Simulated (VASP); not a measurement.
# B12W: relaxation of cell and atoms with PBE

B12W:

```xyz
13
Lattice="0.0000 4.0546 4.0546 4.0546 0.0000 4.0546 4.0546 4.0546 0.0000" Properties=species:S:1:pos:R:3 pbc="T T T"
B     3.2534    2.0273    2.0273
B     0.8012    2.0273    2.0273
B     2.0273    3.2534    2.0273
B     2.0273    0.8012    2.0273
B     2.0273    2.0273    3.2534
B     2.0273    2.0273    0.8012
B     4.8557    6.0818    6.0818
B     7.3079    6.0818    6.0818
B     6.0818    4.8557    6.0818
B     6.0818    7.3079    6.0818
B     6.0818    6.0818    4.8557
B     6.0818    6.0818    7.3079
W     0.0000    0.0000    0.0000
```

The cell was generated, and may not be a known phase.

* Program: VASP 6.6.1
* Task: relaxation of cell and atoms
* Functional: PBE
* Potentials or basis: VASP PAW PBE potentials, release 64 (B, W_sv)
* Cutoff: 600 eV
* k mesh: 8 × 8 × 8
* Occupations: gaussian, width 0.1 eV
* Spin: no spin polarisation
* Dipole correction: no
* Further INCAR settings: ALGO = Normal; EDIFF = 1e-07; IBRION = 2; EDIFFG = -0.01; NSW = 100; ISIF = 3

```yaml
Relaxed_volume: 10.26 Å³/atom
Relaxed_cell: a = 5.735 Å, b = 5.735 Å, c = 5.735 Å, α = 60.00°, β = 60.00°, γ = 60.00°
Space_group_after_relaxing_to_0.1_Å: Fm-3m (No. 225)
Energy_gained_by_relaxing: 0.0 meV/atom
Ionic_steps: 3
Pressure_after_relaxing: 0.1 GPa
Largest_force_after_relaxing: 0.006 eV/Å
Band_gap_on_the_k_mesh: zero (bands 25 and 26 overlap by 0.20 eV)
```

Forces on the atoms (eV/Å):
```
B   -0.006  0.000  0.000
B    0.006  0.000  0.000
B    0.000 -0.006  0.000
B    0.000  0.006  0.000
B    0.000  0.000 -0.006
B    0.000  0.000  0.006
B    0.006  0.000  0.000
B   -0.006  0.000  0.000
B    0.000  0.006  0.000
B    0.000 -0.006  0.000
B    0.000  0.000  0.006
B    0.000  0.000 -0.006
W    0.000  0.000  0.000
```

Step by step:
```csv
step,energy change (eV),largest force (eV/Å),pressure (GPa),volume (Å³)
1,0.0000,0.0551,0.23,133.31
2,0.0016,0.1567,-0.20,133.59
3,-0.0003,0.0058,0.11,133.39
```

Final structure:
```xyz
13
Lattice="0.0000 4.0554 4.0554 4.0554 0.0000 4.0554 4.0554 4.0554 0.0000" Properties=species:S:1:pos:R:3 pbc="T T T"
B     3.2548    2.0277    2.0277
B     0.8006    2.0277    2.0277
B     2.0277    3.2548    2.0277
B     2.0277    0.8006    2.0277
B     2.0277    2.0277    3.2548
B     2.0277    2.0277    0.8006
B     4.8559    6.0831    6.0831
B     7.3102    6.0831    6.0831
B     6.0831    4.8559    6.0831
B     6.0831    7.3102    6.0831
B     6.0831    6.0831    4.8559
B     6.0831    6.0831    7.3102
W     0.0000    0.0000    0.0000
```

Levels at points of the mesh, in eV from the Fermi level:
| k point | band 23 | band 24 | band 25 | band 26 | band 27 | band 28 |
| --- | --- | --- | --- | --- | --- | --- |
| (0.00, 0.00, 0.00) | -0.56 | -0.56 | 0.06 | 0.06 | 1.54 | 1.69 |
| (0.50, 0.00, 0.00) | -2.00 | -1.61 | 0.02 | 0.02 | 0.48 | 1.08 |
| (0.50, 0.50, 0.00) | -1.20 | -1.20 | 0.17 | 0.23 | 0.70 | 1.21 |

Wall time 2.9 min on 1 thread of Intel(R) Xeon(R) 6975P-C (Granite Rapids), on a shared host, peak memory 0.41 GiB.

Caveat: spin-orbit coupling is left out, which moves the levels of the heavy elements.
